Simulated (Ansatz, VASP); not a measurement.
One calculation of PbS, two programs

The input INCAR:

```
PREC     = Accurate       # precision mode
ENCUT    = 520            # plane-wave cutoff, eV
EDIFF    = 1E-6           # SCF threshold, eV
ISMEAR   = 0              # smearing method
SIGMA    = 0.05           # smearing width, eV
LREAL    = False          # projectors in reciprocal space
LASPH    = True           # aspherical terms in the spheres
NELM     = 60             # most SCF steps
ALGO     = Normal         # electronic algorithm
ISIF     = 2              # what is computed and relaxed
LWAVE    = False          # write WAVECAR
LCHARG   = True           # write CHGCAR
GGA      = PE             # functional
LELF     = True           # ELF
LVHAR    = True         
NBANDS   = 17             # bands
```

Contents of KPOINTS:

```
Automatic mesh
0
Gamma
  10 10 10
```

POSCAR

```
PbS
1.0
    0.0000000000      3.2789091645      3.2789091645
    3.2789091645      0.0000000000      3.2789091645
    3.2789091645      3.2789091645      0.0000000000
Pb S
1 1
Direct
    0.0000000000      0.0000000000      0.0000000000
    0.2500000000      0.2500000000      0.2500000000
```

Input for Ansatz:

```yaml
crystal:
  lattice:
    - [0.0, 3.2789091645, 3.2789091645]
    - [3.2789091645, 0.0, 3.2789091645]
    - [3.2789091645, 3.2789091645, 0.0]
  atoms:
    - { symbol: Pb, position: [0.0, 0.0, 0.0] }
    - { symbol: S, position: [0.25, 0.25, 0.25] }
basis:
  ecutwfc: 420
  ecutrho_ratio: 4
kpoints:
  mp_grid: { grid: [10, 10, 10] }
hamiltonian:
  xc: pbe
scf:
  occupations: { method: gaussian, width: 0.05 }
output:
  forces: true
  stress: true
  eigenvalues: true
```

Alike in both runs: task single point; functional PBE; k mesh 10 × 10 × 10; occupations gaussian, width 0.05 eV; no spin polarisation.

|  | VASP | Ansatz |
| --- | --- | --- |
| version | VASP 6.6.1 | Ansatz 0.2.0 |
| potentials or method | VASP PAW PBE potentials, release 64 (Pb_d, S), cutoff 520 eV | scalar-relativistic, plane waves, PAW |
| valence electrons in the cell | 20 | 20 |

Ansatz gave:

* gap on the k mesh at the Fermi level (eV): 0.79
* least direct gap on the mesh (eV): 1.24
* pressure (GPa): 1.6

Q: Estimate VASP's values.

A: gap on the k mesh at the Fermi level (eV): 0.79; least direct gap on the mesh (eV): 1.24; pressure (GPa): 1.5.

With one functional, cell and mesh, what is left measures potentials, basis and numerics.

Spin-orbit coupling is off throughout.
